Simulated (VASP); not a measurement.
**Pd: single point with PBE**

The system is Pd.

```
CELL_PARAMETERS angstrom
0.00000 1.97315 1.97315
1.97315 0.00000 1.97315
1.97315 1.97315 0.00000
ATOMIC_POSITIONS crystal
Pd 0.00000 0.00000 0.00000
```

```yaml
Program: VASP 6.6.1
Task: single point
Functional: PBE
Potentials_or_basis: VASP PAW PBE potentials, release 64 (Pd)
Cutoff: 520 eV
k_mesh: 14 × 14 × 14
Occupations: tetrahedron
Spin: no spin polarisation
Dipole_correction: no
Further_INCAR_settings: ALGO = Normal; EDIFF = 1e-07; NBANDS = 11
```

```json
{
  "Pressure": "-0.3 GPa",
  "Band gap on the k mesh": "zero (band 5 reaches 9.38 eV, above the bottom of band 6 at 7.90 eV)"
}
```

Levels at points of the mesh, in eV from the Fermi level:
```csv
k point,band 1,band 2,band 3,band 4,band 5,band 6,band 7,band 8,band 9,band 10
"(0.00, 0.00, 0.00)",-6.81,-2.63,-2.63,-2.63,-1.13,-1.13,17.18,21.73,21.73,21.73
"(0.50, 0.00, 0.00)",-4.96,-2.68,-2.68,0.00,0.00,1.12,7.02,16.53,20.72,20.72
"(0.50, 0.50, 0.00)",-5.03,-4.76,-0.03,0.29,0.29,3.37,10.38,13.00,13.00,21.00
```

Run time: 26 s on 1 thread of Intel Xeon 8259CL, on a shared host, peak memory 0.15 GiB.
